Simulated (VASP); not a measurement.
Wanted: the native input for a VASP 6.6.1 run.

```yaml
Task: single point
Functional: PBEsol
Potentials_or_basis: VASP PAW PBE potentials, release 64 (Ta_pv, Ru_pv)
Cutoff: 520 eV
k_mesh: 16 × 16 × 12
Occupations: fermi-dirac, width 0.15 eV
Spin: no spin polarisation
Dipole_correction: no
Further_INCAR_settings: ALGO = Normal; EDIFF = 1e-06; NBANDS = 20
```

The structure of TaRu lies in POSCAR:

```
TaRu
1.0
    3.0273053637      0.0000000000      0.0000000000
    0.0000000000      3.0273053637      0.0000000000
    0.0000000000      0.0000000000      3.3835628408
Ta Ru
1 1
Direct
    0.5000000000      0.5000000000      0.5000000000
    0.0000000000      0.0000000000      0.0000000000
```

One way to write it, as run:

INCAR

```
PREC = Accurate ; ENCUT = 520
EDIFF = 1E-6 ; ISMEAR = -1
SIGMA = 0.15 ; LREAL = F
LASPH = T ; NELM = 100
ALGO = Normal ; ISIF = 2
LWAVE = F ; LCHARG = F
GGA = PS ; NBANDS = 20
```

KPOINTS

```
Automatic mesh
0
Gamma
  16 16 12
```

Potentials or basis: VASP PAW PBE potentials, release 64 (Ta_pv, Ru_pv).

The run is started by

```console
$ cat potpaw_PBE.64/Ta_pv/POTCAR potpaw_PBE.64/Ru_pv/POTCAR > POTCAR
$ mpirun -np 1 vasp_std > vasp.out
```

Results of the run:

* Pressure: 0.2 GPa

Caveat: the PAW data sets were made with another functional, which shifts forces and pressure a little.

Wall time 48 s on 1 thread of Intel(R) Xeon(R) 6975P-C (Granite Rapids) (shared host), peak memory 0.3 GiB.
